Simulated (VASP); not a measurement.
A run of VASP 6.6.1 is set up as follows.

Contents of INCAR:

```
  ALGO = Normal
  EDIFF = 1E-6
  ENCUT = 600
  GGA = CA
  GGA_COMPAT = False
  ISIF = 2
  ISMEAR = -1
  ISPIN = 2
  LASPH = True
  LCHARG = True
  LELF = True
  LMAXMIX = 4
  LORBIT = 11
  LREAL = False
  LVHAR = True
  LWAVE = False
  MAGMOM = 2 2 0 0 0 0
  NBANDS = 38
  NELM = 200
  PREC = Accurate
  SIGMA = 0.05
```

The input KPOINTS:

```
k-points
0
Gamma
  6 6 9
```

POSCAR

```
VO2
1.0
    4.5956009987      0.0000000000      0.0000000000
    0.0000000000      4.5956009987      0.0000000000
    0.0000000000      0.0000000000      3.1041602572
V O
2 4
Direct
    0.5000000000      0.5000000000      0.5000000000
    0.0000000000      0.0000000000      0.0000000000
    0.2003580000      0.7996420000      0.5000000000
    0.7996420000      0.2003580000      0.5000000000
    0.7003580000      0.7003580000      0.0000000000
    0.2996420000      0.2996420000      0.0000000000
```

Potentials or basis: VASP PAW LDA potentials, release 64 (V_sv, O).

Run with:

```console
$ cat potpaw_LDA.64/V_sv/POTCAR potpaw_LDA.64/O/POTCAR > POTCAR
$ mpirun -np 1 vasp_std > vasp.out
```

Problem. Predict the band gap on the k mesh.

Solution. Zero (filled and empty bands overlap).

Problem. What does it give for the net moment?

Solution. 2.00 μB per cell.

Problem. Predict the largest force.

Solution. 0.339 eV/Å.

Problem. What does it give for the pressure?

Solution. -31.5 GPa.

Stress tensor (GPa, compression positive):
```
-25.23   0.00   0.00
  0.00 -25.23   0.00
  0.00   0.00 -43.99
```

Caveat: the stress differs along the axes, from -44 to -25 GPa; semilocal functionals often make such compounds metallic where correlation or magnetic order opens a gap, which also shifts bond lengths. With open d or f shells a metallic result of LDA can be an artefact of self-interaction; +U or a hybrid may open a gap.
